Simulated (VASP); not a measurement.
Here is a VASP 6.6.1 calculation.

POSCAR

```
Ge
1.0
    0.0000000000      2.8300005411      2.8300005411
    2.8300005411      0.0000000000      2.8300005411
    2.8300005411      2.8300005411      0.0000000000
Ge
2
Direct
    0.5000000000      0.5000000000      0.5000000000
    0.7500000000      0.7500000000      0.7500000000
```

The input INCAR.step1:

```
SYSTEM = Ge
PREC = Accurate ; ENCUT = 520
ISMEAR = 0 ; SIGMA = 0.05
LREAL = .False. ; LASPH = .True.
NELM = 100 ; NBANDS = 21
GGA = PE ; ALGO = Normal
EDIFF = 1E-4 ; LWAVE = .True.
LCHARG = .False.
```

INCAR.step2

```
SYSTEM = Ge
PREC = Accurate ; ENCUT = 520
EDIFF = 1E-6 ; ISMEAR = 0
SIGMA = 0.05 ; LREAL = .False.
LASPH = .True. ; NELM = 100
ALGO = Normal ; ISIF = 2
LWAVE = .False. ; LCHARG = .False.
METAGGA = R2SCAN ; LMIXTAU = .True.
NBANDS = 21 ; ISTART = 1
```

Contents of KPOINTS:

```
Automatic mesh
0
Gamma
  10 10 10
  0 0 0
```

Potentials or basis: VASP PAW PBE potentials, release 64 (Ge_d).

Command:

```console
$ cat potpaw_PBE.64/Ge_d/POTCAR > POTCAR
$ cp INCAR.step1 INCAR
$ mpirun -np 1 vasp_std > vasp.out
$ cp INCAR.step2 INCAR
$ mpirun -np 1 vasp_std > vasp.out
```

Estimate the pressure.

0.6 GPa.

Estimate the band gap on the k mesh.

0.39 eV, direct.

Caveat: the PAW data sets were made with another functional, which shifts forces and pressure a little. A k mesh can miss the band edges.
